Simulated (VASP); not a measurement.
Set up this calculation in VASP 6.6.1, as the native input.

| Item | Value |
| --- | --- |
| Task | single point |
| Functional | LDA |
| Potentials or basis | VASP PAW PBE potentials, release 64 (Gd) |
| Cutoff | 520 eV |
| k mesh | 10 × 10 × 6 |
| Occupations | gaussian, width 0.1 eV |
| Spin | collinear spin, ferromagnetic start |
| Starting moments | [7.214, 7.214] μB |
| Dipole correction | no |
| Further INCAR settings | ALGO = Normal; EDIFF = 1e-07; NBANDS = 29 |

The structure of Gd lies in POSCAR:

```
Gd
1.0
    3.4841536640      0.0000000000      0.0000000000
   -1.7420768320      3.0173655837      0.0000000000
    0.0000000000      0.0000000000      5.5867162136
Gd
2
Direct
    0.3333333333      0.6666666667      0.2500000000
    0.6666666667      0.3333333333      0.7500000000
```

The input as run:

INCAR

```
SYSTEM = Gd
PREC     = Accurate       ! precision mode
ENCUT    = 520            ! plane-wave cutoff, eV
EDIFF    = 1E-7           ! SCF threshold, eV
ISMEAR   = 0              ! smearing method
SIGMA    = 0.1            ! smearing width, eV
LREAL    = .FALSE.        ! projectors in reciprocal space
LASPH    = .TRUE.         ! aspherical terms in the spheres
NELM     = 150            ! most SCF steps
ALGO     = Normal         ! electronic algorithm
ISIF     = 2              ! what is computed and relaxed
LWAVE    = .FALSE.        ! write WAVECAR
LCHARG   = .FALSE.        ! write CHGCAR
ISPIN    = 2              ! spin polarisation
MAGMOM   = 7.214 7.214    ! initial moments
LORBIT   = 11             ! projections on sites
LMAXMIX  = 6              ! l up to which the mixer works
GGA      = CA             ! functional
NBANDS   = 29             ! bands
```

KPOINTS

```
Automatic mesh
0
G
  10 10 6
  0 0 0
```

Potentials or basis: VASP PAW PBE potentials, release 64 (Gd).

The run is started by

```sh
$ cat potpaw_PBE.64/Gd/POTCAR > POTCAR
$ mpirun -np 1 vasp_std > vasp.out
```

It gave:

```yaml
Pressure: 0.0 GPa
Net_moment: 14.65 μB per cell
Site_moments: Gd +6.89 μB
Valence_electrons_inside_the_program's_atomic_spheres: Gd 15.25
```

Caveat: the PAW data sets were made with another functional, which shifts forces and pressure a little.

It took 4.2 min on 1 thread of Intel(R) Xeon(R) 6975P-C (Granite Rapids), with other jobs on the host, peak memory 0.28 GiB.
